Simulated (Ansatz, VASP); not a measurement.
**One calculation of SrO, two programs**

Contents of INCAR:

```
PREC = Accurate ; ENCUT = 600
EDIFF = 1E-6 ; ISMEAR = 0
SIGMA = 0.05 ; LREAL = F
LASPH = T ; NELM = 120
ALGO = Normal ; ISIF = 2
LWAVE = F ; LCHARG = T
GGA = PS ; LELF = T
LVHAR = T ; NBANDS = 15
GGA_COMPAT = F
```

KPOINTS

```
regular mesh
0
Gamma
  10 10 10
```

File POSCAR:

```
SrO
1.0
    0.0000000000      2.7693272611      2.7693272611
    2.7693272611      0.0000000000      2.7693272611
    2.7693272611      2.7693272611      0.0000000000
Sr O
1 1
Direct
    0.0000000000      0.0000000000      0.0000000000
    0.2500000000      0.2500000000      0.2500000000
```

Input for Ansatz:

```yaml
crystal:
  lattice:
    - [0.0, 2.7693272611, 2.7693272611]
    - [2.7693272611, 0.0, 2.7693272611]
    - [2.7693272611, 2.7693272611, 0.0]
  atoms:
    - { symbol: Sr, position: [0.0, 0.0, 0.0] }
    - { symbol: O, position: [0.25, 0.25, 0.25] }
basis:
  ecutwfc: 420
  ecutrho_ratio: 4
kpoints:
  mp_grid: { grid: [10, 10, 10] }
hamiltonian:
  xc: pbesol
scf:
  occupations: { method: gaussian, width: 0.05 }
output:
  forces: true
  stress: true
  eigenvalues: true
```

Alike in both runs: task single point; functional PBEsol; k mesh 10 × 10 × 10; occupations gaussian, width 0.05 eV; no spin polarisation.

```csv
,VASP,Ansatz
version,VASP 6.6.1,Ansatz 0.2.0
potentials or method,"VASP PAW PBE potentials, release 64 (Sr_sv, O), cutoff 600 eV","scalar-relativistic, plane waves, PAW"
valence electrons in the cell,16,16
```

Ansatz gave:

* gap on the k mesh at the Fermi level (eV): 2.45
* least direct gap on the mesh (eV): 3.36
* pressure (GPa): 0.0

Question: Estimate VASP's values.

Answer: gap on the k mesh at the Fermi level (eV): 2.46; least direct gap on the mesh (eV): 3.37; pressure (GPa): 0.5.

VASP's potentials were made for PBE, not for PBEsol.
